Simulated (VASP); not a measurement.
Wanted: the native input for a VASP 6.6.1 run.

```
Task                   : single point
Functional             : PBE
Potentials or basis    : VASP PAW PBE potentials, release 64 (Cd)
Cutoff                 : 520 eV
k mesh                 : 12 × 12 × 12
Occupations            : fermi-dirac, width 0.05 eV
Spin                   : no spin polarisation
Dipole correction      : no
Further INCAR settings : ALGO = Normal; EDIFF = 1e-07; NBANDS = 19
```

The structure of Cd lies in POSCAR:

```
Cd
1.0
    0.0000000000      3.3444563493      3.3444563493
    3.3444563493      0.0000000000      3.3444563493
    3.3444563493      3.3444563493      0.0000000000
Cd
2
Direct
   -0.1250000000     -0.1250000000     -0.1250000000
    0.1250000000      0.1250000000      0.1250000000
```

This isn't the form of Cd at room conditions, which is hcp.

The input as run:

INCAR

```
ALGO = Normal
EDIFF = 1E-7
ENCUT = 520
GGA = PE
ISIF = 2
ISMEAR = -1
LASPH = True
LCHARG = False
LREAL = False
LWAVE = False
NBANDS = 19
NELM = 100
PREC = Accurate
SIGMA = 0.05
```

KPOINTS

```
k-points
0
Gamma
  12 12 12
```

Potentials or basis: VASP PAW PBE potentials, release 64 (Cd).

Launch:

```sh
$ cat potpaw_PBE.64/Cd/POTCAR > POTCAR
$ mpirun -np 1 vasp_std > vasp.out
```

It gave:

| Property | Result |
| --- | --- |
| Pressure | 0.2 GPa |
| Band gap on the k mesh | zero (bands 12 and 13 overlap by 4.62 eV) |

Run time: 87 s on 1 thread of Intel Xeon 8259CL (shared host), peak memory 0.25 GiB.
